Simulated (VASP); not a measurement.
# BN (P-3m1) in VASP: a series of runs

The runs below take BN through single point, with PBE+D3(BJ).

Program: VASP 6.6.1. These are calculated values, not measurements. Logs are shortened: lines on timing, memory, paths and dates and some standing lists are left out, and cuts for length are marked.

### 1 The cell of the first run

The structure is trigonal, space group P-3m1 (No. 164). Conventional cell: a = 2.504 Å, b = 2.504 Å, c = 15.322 Å, α = 90.00°, β = 90.00°, γ = 120.00°. Within 1.9 Å of B (site symmetry 3m) lie 3 N at 1.45 Å. Within 1.9 Å of B (site symmetry 3m) lie 3 N at 1.45 Å. N (site symmetry 3m) has 3 B at 1.45 Å within 1.9 Å. N (site symmetry 3m) has 3 B at 1.45 Å within 1.9 Å.

### 2 Single point, PBE+D3(BJ) (the distance across one plane changed)

File INCAR:

```
SYSTEM = BN
PREC = Accurate
ENCUT = 520
EDIFF = 1E-6
ISMEAR = 0
SIGMA = 0.05
LREAL = .False.
LASPH = .True.
NELM = 80
ALGO = Normal
ISIF = 2
LWAVE = .False.
LCHARG = .False.
GGA = PE
IVDW = 12
NBANDS = 26
```

File KPOINTS:

```
Automatic mesh
0
Gamma
  10 10 2
  0 0 0
```

File POSCAR:

```
BN
1.0
   -2.5039917043      0.0000000000      0.0000000000
   -1.2519958521     -2.1685204268      0.0000000000
    0.0000000000      0.0000000000     15.3224000000
B N
4 4
Direct
    0.3333333333      0.3333333333      0.7607881272
    0.3333333333      0.3333333333      0.3260520545
    0.6666666667      0.6666666667      0.1086840182
    0.6666666667      0.6666666667      0.5434200908
    0.3333333333      0.3333333333      0.1086840182
    0.3333333333      0.3333333333      0.5434200908
    0.6666666667      0.6666666667      0.7607881272
    0.6666666667      0.6666666667      0.3260520545
```

Potentials or basis: VASP PAW PBE potentials, release 64 (B, N).

Launch:

```sh
$ cat potpaw_PBE.64/B/POTCAR potpaw_PBE.64/N/POTCAR > POTCAR
$ mpirun -np 1 vasp_std > vasp.out
```

OUTCAR:

```text
SYSTEM = BN
   PREC = Accurate
   ENCUT = 520
   EDIFF = 1E-6
   ISMEAR = 0
   LREAL = .False.
   LASPH = .True.
   NELM = 80
   ISIF = 2
   GGA = PE
   IVDW = 12
 IVDW          = 12

 ion  position               nearest neighbor table
   1  0.333  0.333  0.761-   7 1.45   7 1.45   7 1.45
   2  0.333  0.333  0.326-   8 1.45   8 1.45   8 1.45
   3  0.667  0.667  0.109-   5 1.45   5 1.45   5 1.45
   4  0.667  0.667  0.543-   6 1.45   6 1.45   6 1.45
   5  0.333  0.333  0.109-   3 1.45   3 1.45   3 1.45
   6  0.333  0.333  0.543-   4 1.45   4 1.45   4 1.45
   7  0.667  0.667  0.761-   1 1.45   1 1.45   1 1.45
   8  0.667  0.667  0.326-   2 1.45   2 1.45   2 1.45

  LATTYP: Found a hexagonal cell.
 ALAT       =     2.5039917043
 C/A-ratio  =     6.1191896019

  Lattice vectors:

 A1 = (   1.2519958521,   2.1685204268,   0.0000000000)
 A2 = (  -2.5039917043,   0.0000000000,   0.0000000000)
 A3 = (   0.0000000000,   0.0000000000,  15.3224000000)

Analysis of symmetry for initial positions (statically):
=====================================================================
 Subroutine PRICEL returns:
 Original cell was already a primitive cell.

 Routine SETGRP: Setting up the symmetry group for a
 hexagonal supercell.

 Subroutine GETGRP returns: Found 12 space group operations
 (whereof  6 operations were pure point group operations)
 out of a pool of 24 trial point group operations.

The static configuration has the point symmetry C_3v.
 The point group associated with its full space group is D_3d.

Analysis of symmetry for dynamics (positions and initial velocities):
=====================================================================
 Subroutine PRICEL returns:
 Original cell was already a primitive cell.

 Routine SETGRP: Setting up the symmetry group for a
 hexagonal supercell.

 Subroutine GETGRP returns: Found 12 space group operations
 (whereof  6 operations were pure point group operations)
 out of a pool of 24 trial point group operations.

The dynamic configuration has the point symmetry C_3v.
 The point group associated with its full space group is D_3d.

 Subroutine INISYM returns: Found 12 space group operations
 (whereof  6 operations are pure point group operations),
 and found     1 'primitive' translations

----------------------------------------------------------------------------------------

                                     Primitive cell

  volume of cell :      83.2000

  direct lattice vectors                    reciprocal lattice vectors
    -2.503991704  0.000000000  0.000000000    -0.399362345  0.230571958  0.000000000
    -1.251995852 -2.168520427  0.000000000     0.000000000 -0.461143915  0.000000000
     0.000000000  0.000000000 15.322400000     0.000000000  0.000000000  0.065263927

  length of vectors
     2.503991704  2.503991704 15.322400000     0.461143915  0.461143915  0.065263927

  position of ions in fractional coordinates (direct lattice)
     0.333333333  0.333333333  0.760788127
     0.333333333  0.333333333  0.326052055
     0.666666667  0.666666667  0.108684018
     0.666666667  0.666666667  0.543420091
     0.333333333  0.333333333  0.108684018
     0.333333333  0.333333333  0.543420091
     0.666666667  0.666666667  0.760788127
     0.666666667  0.666666667  0.326052055

  ion indices of the primitive-cell ions
   primitive index   ion index
                 1           1
                 2           2
                 3           3
                 4           4
                 5           5
                 6           6
                 7           7
                 8           8

----------------------------------------------------------------------------------------

 KPOINTS: Automatic mesh

Automatic generation of k-mesh.
 Grid dimensions read from file:
 generate k-points for:   10   10    2

 Generating k-lattice:

  Cartesian coordinates                     Fractional coordinates (reciprocal lattice)
    -0.039936235  0.023057196  0.000000000     0.100000000  0.000000000  0.000000000
     0.000000000 -0.046114392  0.000000000     0.000000000  0.100000000  0.000000000
     0.000000000  0.000000000  0.032631964     0.000000000  0.000000000  0.500000000

  Length of vectors
     0.046114392  0.046114392  0.032631964

  Shift w.r.t. Gamma in fractional coordinates (k-lattice)
     0.000000000  0.000000000  0.000000000

 Subroutine IBZKPT returns following result:
 ===========================================

 Found     28 irreducible k-points:

 Following reciprocal coordinates:
            Coordinates               Weight
  0.000000  0.000000  0.000000      1.000000
  0.100000 -0.000000  0.000000      6.000000
  0.200000 -0.000000  0.000000      6.000000
  0.300000 -0.000000  0.000000      6.000000
  0.400000 -0.000000  0.000000      6.000000
  0.500000 -0.000000  0.000000      3.000000
[... 16 lines left out ...]
  0.400000  0.100000  0.500000     12.000000
  0.500000  0.100000  0.500000     12.000000
 [... further k-points ...]
   k-points           NKPTS =     28   k-points in BZ     NKDIM =     28   number of bands    NBANDS=     26
   number of dos      NEDOS =    301   number of ions     NIONS =      8
   total plane-waves  NPLWV =  48000
   dimension x,y,z NGX =    20 NGY =   20 NGZ =  120
   dimension x,y,z NGXF=    40 NGYF=   40 NGZF=  240
   ions per type =               4   4
   NGX,Y,Z   is equivalent  to a cutoff of  13.28, 13.28, 13.02 a.u.
   NGXF,Y,Z  is equivalent  to a cutoff of  26.56, 26.56, 26.04 a.u.
 SYSTEM =  BN
   PREC   = accura    normal or accurate (medium, high low for compatibility)
   ISTART =      0    job   : 0-new  1-cont  2-samecut
   ICHARG =      2    charge: 1-file 2-atom 10-const
   ISPIN  =      1    spin polarized calculation?
   LNONCOLLINEAR =      F non collinear calculations
   LSORBIT =      F    spin-orbit coupling
   LASPH  =      T    aspherical Exc in radial PAW
   ENCUT  =  520.0 eV  38.22 Ry    6.18 a.u.   4.66  4.66 28.49*2*pi/ulx,y,z
   NELM   =     80;   NELMIN=  2; NELMDL= -5     # of ELM steps
   EDIFF  = 0.1E-05   stopping-criterion for ELM
   LREAL  =      F    real-space projection
   EDIFFG = 0.1E-04   stopping-criterion for IOM
   NSW    =      0    number of steps for IOM
   IBRION =     -1    ionic relax: 0-MD 1-quasi-New 2-CG
   NFREE  =      0    steps in history (QN), initial steepest desc. (CG)
   ISIF   =      2    stress and relaxation
   ISYM   =      2    0-nonsym 1-usesym 2-fastsym
   POTIM  = 0.5000    time-step for ionic-motion
   TEBEG  =    0.0;   TEEND  =   0.0 temperature during run
   PSTRESS=    0.0 pullay stress
   NELECT =      32.0000    total number of electrons
   NUPDOWN=      -1.0000    fix difference up-down
   EMIN   =  10.00;   EMAX   =-10.00  energy-range for DOS
   EFERMI =   0.00;   METHOD = LEGACY
   ISMEAR =     0;   SIGMA  =   0.05  broadening in eV -4-tet -1-fermi 0-gaus
   EFERMI_NEDOS =   21; number of points for ismear=-14 and -15
   IALGO  =     38    algorithm
   IMIX   =      4    mixing-type and parameters
     AMIX     =   0.40;   BMIX     =  1.00
     AMIX_MAG =   1.60;   BMIX_MAG =  1.00
  volume/ion in A,a.u.               =      10.40        70.18
  Fermi-wavevector in a.u.,A,eV,Ry     =   1.190558  2.249828 19.285272  1.417427
  Thomas-Fermi vector in A             =   2.326640
   LORBIT       =      0    0 simple, 1 ext, 2 COOP (PROOUT), +10 PAW based schemes
   GGA     = PE    functional components
   LHFCALC =     F    Hartree Fock is set to
   AEXX    =    0.0000 exact exchange contribution
   IVDW    =    12    specifies the selected vdW correction
   LEPSILON=     F    determine dielectric tensor
   LRPA    =     F    only Hartree local field effects (RPA)
 non-spin polarized calculation
 Gauss-broadening in eV      SIGMA  =   0.05
  energy-cutoff  :      520.00
  volume of cell :       83.20
 maximum number of plane-waves:      2276
   NGX =  9   NGY =  9   NGZ = 57

 number of electron      31.9999998 magnetization

 Free energy of the ion-electron system (eV)
  ---------------------------------------------------
  ext. energy  EPLUGINS =         0.00000000
  ---------------------------------------------------
  free energy    TOTEN  =       -70.33257680 eV

  energy without entropy =      -70.33257680  energy(sigma->0) =      -70.33257680

 E-fermi :   1.4825     XC(G=0):  -9.0606

 val. band max:        1.1983530603   @ k =  -0.4000   0.3000   0.0000
 cond. band min:       5.5268197105   @ k =   0.5000  -0.0000   0.0000
 fundamental gap:      4.3284666502
 Fermi energy:         1.4824939463

 k-point     1 :       0.0000    0.0000    0.0000
  band No.  band energies     occupation
      1     -16.5844      2.00000
      2     -16.5031      2.00000
      3     -16.4134      2.00000
      4     -16.3497      2.00000
      5      -4.8499      2.00000
      6      -4.3522      2.00000
[... 18 lines left out ...]
     25      12.8046      0.00000
     26      12.8388      0.00000

 k-point     2 :       0.1000   -0.0000    0.0000
  band No.  band energies     occupation
      1     -16.3896      2.00000
      2     -16.3099      2.00000
      3     -16.2222      2.00000
      4     -16.1601      2.00000
      5      -4.5835      2.00000
      6      -4.0921      2.00000
[... 18 lines left out ...]
     25      12.7475      0.00000
     26      13.6085      0.00000

 k-point     3 :       0.2000   -0.0000    0.0000
  band No.  band energies     occupation
      1     -15.8209      2.00000
      2     -15.7462      2.00000
      3     -15.6646      2.00000
      4     -15.6077      2.00000
      5      -3.8020      2.00000
      6      -3.3457      2.00000
[... 572 lines left out ...]
 k-point    23 :       0.4000    0.1000    0.5000
  band No.  band energies     occupation
      1     -14.3176      2.00000
      2     -14.2611      2.00000
      3     -14.1997      2.00000
      4     -14.1621      2.00000
      5      -5.9873      2.00000
      6      -5.9617      2.00000
[... 18 lines left out ...]
     25      12.5122      0.00000
     26      13.3329      0.00000

 k-point    24 :       0.5000    0.1000    0.5000
  band No.  band energies     occupation
      1     -13.4643      2.00000
      2     -13.4298      2.00000
      3     -13.3948      2.00000
      4     -13.3791      2.00000
      5      -7.3889      2.00000
      6      -7.3635      2.00000
[... 18 lines left out ...]
     25      13.0218      0.00000
     26      13.8887      0.00000

 [... further k-points ...]

------------------------ aborting loop because EDIFF is reached ----------------------------------------

 Edisp (eV)   -1.01569

 E8    (eV) :    -0.2992

  FORCE on cell =-STRESS in cart. coord.  units (eV):
  Direction    XX          YY          ZZ          XY          YZ          ZX
  --------------------------------------------------------------------------------------
  -------------------------------------------------------------------------------------
  Total       0.65272     0.65272    -0.22001    -0.00000     0.00000    -0.00000
  in kB      12.56942    12.56942    -4.23673    -0.00000     0.00000    -0.00000
  external pressure =        6.97 kB  Pullay stress =        0.00 kB

 VOLUME and BASIS-vectors are now :
 -----------------------------------------------------------------------------
  energy-cutoff  :      520.00
  volume of cell :       83.20
      direct lattice vectors                 reciprocal lattice vectors
    -2.503991704  0.000000000  0.000000000    -0.399362345  0.230571958  0.000000000
    -1.251995852 -2.168520427  0.000000000     0.000000000 -0.461143915  0.000000000
     0.000000000  0.000000000 15.322400000     0.000000000  0.000000000  0.065263927

 POSITION                                       TOTAL-FORCE (eV/Angst)
 -----------------------------------------------------------------------------------
     -1.25200     -0.72284     11.65710        -0.000000     -0.000000     -0.009446
     -1.25200     -0.72284      4.99590         0.000000      0.000000      0.001464
     -2.50399     -1.44568      1.66530         0.000000      0.000000      0.009446
     -2.50399     -1.44568      8.32650        -0.000000     -0.000000     -0.001464
     -1.25200     -0.72284      1.66530         0.000000     -0.000000     -0.031429
     -1.25200     -0.72284      8.32650        -0.000000     -0.000000     -0.002052
     -2.50399     -1.44568     11.65710        -0.000000     -0.000000      0.031429
     -2.50399     -1.44568      4.99590         0.000000      0.000000      0.002052
 -----------------------------------------------------------------------------------
    total drift:                               -0.000000     -0.000000      0.000029

  FREE ENERGIE OF THE ION-ELECTRON SYSTEM (eV)
  ---------------------------------------------------
  free  energy   TOTEN  =       -71.3482651038 eV

  energy  without entropy=      -71.3482651038  energy(sigma->0) =      -71.34826510
```

Run time: 99 s. Hardware: 1 thread of Intel Xeon 8259CL, shared host; peak memory 0.22 GiB.

Results:

| Item | Value |
| --- | --- |
| Free energy | -71.3483 eV |
| Pressure | 0.7 GPa |
| Largest force | 0.031 eV/Å |
| Band gap on the k mesh | 4.33 eV (least direct gap 4.73 eV) |
| Dispersion energy per atom | -0.127 eV |

Forces in eV/Å, atoms in the order of the input:
```
B    0.000  0.000 -0.009
B    0.000  0.000  0.001
B    0.000  0.000  0.009
B    0.000  0.000 -0.001
N    0.000  0.000 -0.031
N    0.000  0.000 -0.002
N    0.000  0.000  0.031
N    0.000  0.000  0.002
```

Stress tensor (GPa, compression positive):
```
 1.26  0.00  0.00
 0.00  1.26  0.00
 0.00  0.00 -0.42
```

Levels at points of the mesh, in eV from the valence-band top:
| k point | band 14 | band 15 | band 16 | band 17 | band 18 | band 19 |
| --- | --- | --- | --- | --- | --- | --- |
| (0.00, 0.00, 0.00) | -1.31 | -1.31 | -1.31 | 4.57 | 6.30 | 6.78 |
| (0.50, 0.00, 0.00) | -1.06 | -0.76 | -0.53 | 4.33 | 4.59 | 4.97 |
| (0.00, 0.00, 0.50) | -1.31 | -1.31 | -1.31 | 4.72 | 5.64 | 7.95 |
| (0.50, 0.00, 0.50) | -1.07 | -0.75 | -0.53 | 4.33 | 4.56 | 5.02 |

Caveat: the cell differs from its parent crystal (the distance across one plane changed). A k mesh can miss the band edges.

(Part 1 of 2 ends here.)
